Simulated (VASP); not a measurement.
# Sb (Pm-3m) in VASP: further runs

Runs on Sb. Level: PBE. Tasks: single point, relaxation of cell and atoms.

All numbers are computed with VASP 6.6.1; they aren't measurements. Logs are shortened: lines on timing, memory, paths and dates and some standing lists are left out, and cuts for length are marked.

## Step 1: The cell of the first run

Symmetry: Pm-3m, No. 221, cubic system. Conventional cell: a = 3.111 Å, b = 3.111 Å, c = 3.111 Å, α = 90.00°, β = 90.00°, γ = 90.00°. Sb (site symmetry m-3m) has 6 Sb at 3.11 Å within 4.1 Å.

## Step 2: Single point, PBE

The input, INCAR:

```
ALGO = Normal
EDIFF = 1E-6
ENCUT = 520
GGA = PE
ISIF = 2
ISMEAR = -1
LASPH = True
LCHARG = False
LREAL = False
LWAVE = False
NBANDS = 8
NELM = 80
PREC = Accurate
SIGMA = 0.05
```

The input, KPOINTS:

```
k-points
0
Gamma
  13 13 13
```

The input, POSCAR:

```
Sb
1.0
    3.1106359149      0.0000000000      0.0000000000
    0.0000000000      3.1106359149      0.0000000000
    0.0000000000      0.0000000000      3.1106359149
Sb
1
Direct
    0.0000000000      0.0000000000      0.0000000000
```

Potentials or basis: VASP PAW PBE potentials, release 64 (Sb).

The run is started by

```bash
> cat potpaw_PBE.64/Sb/POTCAR > POTCAR
> mpirun -np 1 vasp_std > vasp.out
```

OUTCAR:

```text
EDIFF = 1E-6
   ENCUT = 520
   GGA = PE
   ISIF = 2
   ISMEAR = -1
   LASPH = True
   LREAL = False
   NELM = 80
   PREC = Accurate

 ion  position               nearest neighbor table
   1  0.000  0.000  0.000-

  LATTYP: Found a simple cubic cell.
 ALAT       =     3.1106359149

  Lattice vectors:

 A1 = (   3.1106359149,   0.0000000000,   0.0000000000)
 A2 = (   0.0000000000,   3.1106359149,   0.0000000000)
 A3 = (   0.0000000000,   0.0000000000,   3.1106359149)

Analysis of symmetry for initial positions (statically):
=====================================================================
 Subroutine PRICEL returns:
 Original cell was already a primitive cell.

 Routine SETGRP: Setting up the symmetry group for a
 simple cubic supercell.

 Subroutine GETGRP returns: Found 48 space group operations
 (whereof 48 operations were pure point group operations)
 out of a pool of 48 trial point group operations.

The static configuration has the point symmetry O_h .

Analysis of symmetry for dynamics (positions and initial velocities):
=====================================================================
 Subroutine PRICEL returns:
 Original cell was already a primitive cell.

 Routine SETGRP: Setting up the symmetry group for a
 simple cubic supercell.

 Subroutine GETGRP returns: Found 48 space group operations
 (whereof 48 operations were pure point group operations)
 out of a pool of 48 trial point group operations.

The dynamic configuration has the point symmetry O_h .

 Subroutine INISYM returns: Found 48 space group operations
 (whereof 48 operations are pure point group operations),
 and found     1 'primitive' translations

----------------------------------------------------------------------------------------

                                     Primitive cell

  volume of cell :      30.0987

  direct lattice vectors                    reciprocal lattice vectors
     3.110635915  0.000000000  0.000000000     0.321477674  0.000000000  0.000000000
     0.000000000  3.110635915  0.000000000     0.000000000  0.321477674  0.000000000
     0.000000000  0.000000000  3.110635915     0.000000000  0.000000000  0.321477674

  length of vectors
     3.110635915  3.110635915  3.110635915     0.321477674  0.321477674  0.321477674

  position of ions in fractional coordinates (direct lattice)
[... 71 lines left out ...]
   ISPIN  =      1    spin polarized calculation?
   LNONCOLLINEAR =      F non collinear calculations
   LSORBIT =      F    spin-orbit coupling
   LASPH  =      T    aspherical Exc in radial PAW
   ENCUT  =  520.0 eV  38.22 Ry    6.18 a.u.   5.78  5.78  5.78*2*pi/ulx,y,z
   NELM   =     80;   NELMIN=  2; NELMDL= -5     # of ELM steps
   EDIFF  = 0.1E-05   stopping-criterion for ELM
   LREAL  =      F    real-space projection
   EDIFFG = 0.1E-04   stopping-criterion for IOM
   NSW    =      0    number of steps for IOM
   IBRION =     -1    ionic relax: 0-MD 1-quasi-New 2-CG
   NFREE  =      0    steps in history (QN), initial steepest desc. (CG)
   ISIF   =      2    stress and relaxation
   ISYM   =      2    0-nonsym 1-usesym 2-fastsym
   POTIM  = 0.5000    time-step for ionic-motion
   TEBEG  =    0.0;   TEEND  =   0.0 temperature during run
   PSTRESS=    0.0 pullay stress
   NELECT =       5.0000    total number of electrons
   NUPDOWN=      -1.0000    fix difference up-down
   EMIN   =  10.00;   EMAX   =-10.00  energy-range for DOS
   EFERMI =   0.00;   METHOD = LEGACY
   ISMEAR =    -1;   SIGMA  =   0.05  broadening in eV -4-tet -1-fermi 0-gaus
   EFERMI_NEDOS =   21; number of points for ismear=-14 and -15
   IALGO  =     38    algorithm
   IMIX   =      4    mixing-type and parameters
     AMIX     =   0.40;   BMIX     =  1.00
     AMIX_MAG =   1.60;   BMIX_MAG =  1.00
  volume/ion in A,a.u.               =      30.10       203.12
  Fermi-wavevector in a.u.,A,eV,Ry     =   0.899944  1.700648 11.019356  0.809900
  Thomas-Fermi vector in A             =   2.022841
   LORBIT       =      0    0 simple, 1 ext, 2 COOP (PROOUT), +10 PAW based schemes
   GGA     = PE    functional components
   LHFCALC =     F    Hartree Fock is set to
   AEXX    =    0.0000 exact exchange contribution
   IVDW    =     0    specifies the selected vdW correction
   LEPSILON=     F    determine dielectric tensor
   LRPA    =     F    only Hartree local field effects (RPA)
 non-spin polarized calculation
  energy-cutoff  :      520.00
  volume of cell :       30.10
 maximum number of plane-waves:       837
 NGX is ok and might be reduce to    24
   NGX = 11   NGY = 11   NGZ = 11

 number of electron       4.9999999 magnetization

 Free energy of the ion-electron system (eV)
  ---------------------------------------------------
  ext. energy  EPLUGINS =         0.00000000
  ---------------------------------------------------
  free energy    TOTEN  =        -4.10656823 eV

  energy without entropy =       -4.10385920  energy(sigma->0) =       -4.10521372

 E-fermi :   7.0865     XC(G=0):  -9.5867

 val. band max:        7.0528232008   @ k =   0.3077   0.2308   0.1538
 cond. band min:       7.1722957377   @ k =   0.3077   0.2308   0.2308
 fundamental gap:      0.1194725370
 Fermi energy:         7.0864504056

 k-point     1 :       0.0000    0.0000    0.0000
  band No.  band energies     occupation
      1      -5.2957      2.00000
      2      10.2664      0.00000
      3      10.2664      0.00000
      4      10.2664      0.00000
      5      13.9327      0.00000
      6      13.9327      0.00000
      7      15.2288      0.00000
      8      24.6056      0.00000
[... 243 lines left out ...]
 k-point    24 :       0.3846    0.3077    0.0000
  band No.  band energies     occupation
      1      -2.1225      2.00000
      2       3.6396      2.00000
      3       5.5727      2.00000
      4      11.9216      0.00000
      5      13.0886      0.00000
      6      17.3196      0.00000
      7      20.0298      0.00000
      8      20.3978      0.00000

 [... further k-points ...]
[... 5 lines left out ...]
  --------------------------------------------------------------------------------------
  -------------------------------------------------------------------------------------
  Total       -0.0391395     -0.0391395     -0.0391395      0.0000000     -0.0000000      0.0000000
  in kB       -2.0834273     -2.0834273     -2.0834273      0.0000000     -0.0000000      0.0000000
  external PRESSURE =      -2.0834273 kB  Pullay stress =       0.0000000 kB

 VOLUME and BASIS-vectors are now :
 -----------------------------------------------------------------------------
  energy-cutoff  :      520.00
  volume of cell :       30.10
      direct lattice vectors                 reciprocal lattice vectors
     3.110635915  0.000000000  0.000000000     0.321477674  0.000000000  0.000000000
     0.000000000  3.110635915  0.000000000     0.000000000  0.321477674  0.000000000
     0.000000000  0.000000000  3.110635915     0.000000000  0.000000000  0.321477674

 POSITION                                       TOTAL-FORCE (eV/Angst)
 -----------------------------------------------------------------------------------
      0.00000      0.00000      0.00000         0.000000      0.000000      0.000000
 -----------------------------------------------------------------------------------
    total drift:                               -0.000000      0.000000      0.000000

  FREE ENERGIE OF THE ION-ELECTRON SYSTEM (eV)
  ---------------------------------------------------
  free  energy   TOTEN  =        -4.1065682317 eV

  energy  without entropy=       -4.1038591991  energy(sigma->0) =       -4.10521372
```

stdout:

```text
POSCAR found type information on POSCAR Sb
 POSCAR found :  1 types and       1 ions
 scaLAPACK will be used
 LDA part: xc-table for (Slater+PW92), standard interpolation
 POSCAR, INCAR and KPOINTS ok, starting setup
 FFT: planning ... GRIDC
 FFT: planning ... GRID_SOFT
 FFT: planning ... GRID
 WAVECAR not read
 entering main loop
```

It took 7.3 s on 1 thread of Intel Xeon Platinum 8488C (Sapphire Rapids), shared host; peak memory 0.14 GiB.

What came out:

| Quantity | Value |
| --- | --- |
| Free energy | -4.1066 eV |
| Pressure | -0.2 GPa |

Levels at points of the mesh, in eV from the Fermi level:
```
           k point  band 1  band 2  band 3  band 4  band 5  band 6
(0.00, 0.00, 0.00)  -12.38    3.18    3.18    3.18    6.85    6.85
```

Caveat: spin-orbit coupling is left out, which moves the levels of the heavy elements.

## Step 3: Relaxation of cell and atoms, PBE

This run uses another cell than the first one, of 30.00 Å³/atom, 0.997 times its volume.

The input, INCAR:

```
SYSTEM = Sb
  ALGO = Normal
  EDIFF = 1E-6
  EDIFFG = -0.005
  ENCUT = 600
  GGA = PE
  IBRION = 2
  ISIF = 3
  ISMEAR = -1
  LASPH = .True.
  LCHARG = .False.
  LREAL = .False.
  LWAVE = .False.
  NELM = 60
  NSW = 45
  PREC = Accurate
  SIGMA = 0.05
```

The input, KPOINTS:

```
k-points
0
Gamma
  13 13 13
  0 0 0
```

The input, POSCAR:

```
Sb
1.0
    3.1072664683      0.0000000000      0.0000000000
    0.0000000000      3.1072664683      0.0000000000
    0.0000000000      0.0000000000      3.1072664683
Sb
1
Direct
    0.0000000000      0.0000000000      0.0000000000
```

Potentials or basis: VASP PAW PBE potentials, release 64 (Sb).

The run is started by

```bash
> cat potpaw_PBE.64/Sb/POTCAR > POTCAR
> mpirun -np 1 vasp_std > vasp.out
```

Run time: 12 s. Hardware: 1 thread of Intel Xeon Platinum 8488C (Sapphire Rapids), shared host; peak memory 0.16 GiB.

Results (log left out):

```yaml
Free_energy: -4.1067 eV
Relaxed_volume: 29.98 Å³/atom
Relaxed_cell: a = 3.107 Å, b = 3.107 Å, c = 3.107 Å, α = 90.00°, β = 90.00°, γ = 90.00°
Space_group_after_relaxing_to_0.05_Å: Pm-3m (No. 221)
Energy_gained_by_relaxing: 0.0 meV/atom
Ionic_steps: 2
Pressure_after_relaxing: 0.0 GPa
```

Final structure:
```xyz
1
Lattice="3.1065 0.0000 0.0000 0.0000 3.1065 0.0000 0.0000 0.0000 3.1065" Properties=species:S:1:pos:R:3 pbc="T T T"
Sb    0.0000    0.0000    0.0000
```

Levels at points of the mesh, in eV from the Fermi level:
```
           k point  band 1  band 2  band 3  band 4  band 5  band 6
(0.00, 0.00, 0.00)  -12.41    3.19    3.19    3.19    6.85    6.85
```

Caveat: spin-orbit coupling is left out, which moves the levels of the heavy elements.
